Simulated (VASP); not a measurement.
Write the native input for VASP 6.6.1 that does the following.

| Property | Result |
| --- | --- |
| Task | single point |
| Functional | PBE exchange alone |
| Potentials or basis | VASP PAW PBE potentials, release 64 (Ag) |
| Cutoff | 520 eV |
| k mesh | 11 × 11 × 11 |
| Occupations | fermi-dirac, width 0.05 eV |
| Spin | no spin polarisation |
| Dipole correction | no |
| Further INCAR settings | ALGO = Normal; EDIFF = 1e-07; NBANDS = 12 |

The structure of Ag lies in POSCAR:

```
Ag
1.0
    0.0000000000      2.0151418859      2.0151418859
    2.0151418859      0.0000000000      2.0151418859
    2.0151418859      2.0151418859      0.0000000000
Ag
1
Direct
    0.0000000000      0.0000000000      0.0000000000
```

One way to write it, as run:

INCAR

```
  PREC = Accurate
  ENCUT = 520
  EDIFF = 1E-7
  ISMEAR = -1
  SIGMA = 0.05
  LREAL = False
  LASPH = True
  NELM = 80
  ALGO = Normal
  ISIF = 2
  LWAVE = False
  LCHARG = False
  GGA = PE
  ALDAC = 0.0
  AGGAC = 0.0
  NBANDS = 12
```

KPOINTS

```
Automatic mesh
0
Gamma
  11 11 11
```

Potentials or basis: VASP PAW PBE potentials, release 64 (Ag).

Command:

```bash
$ cat potpaw_PBE.64/Ag/POTCAR > POTCAR
$ mpirun -np 1 vasp_std > vasp.out
```

Results of the run:

```yaml
Pressure: 29.9 GPa
```

Run time: 6.1 s on 1 thread of Intel Xeon 6975P-C, with other jobs on the host, peak memory 0.14 GiB.
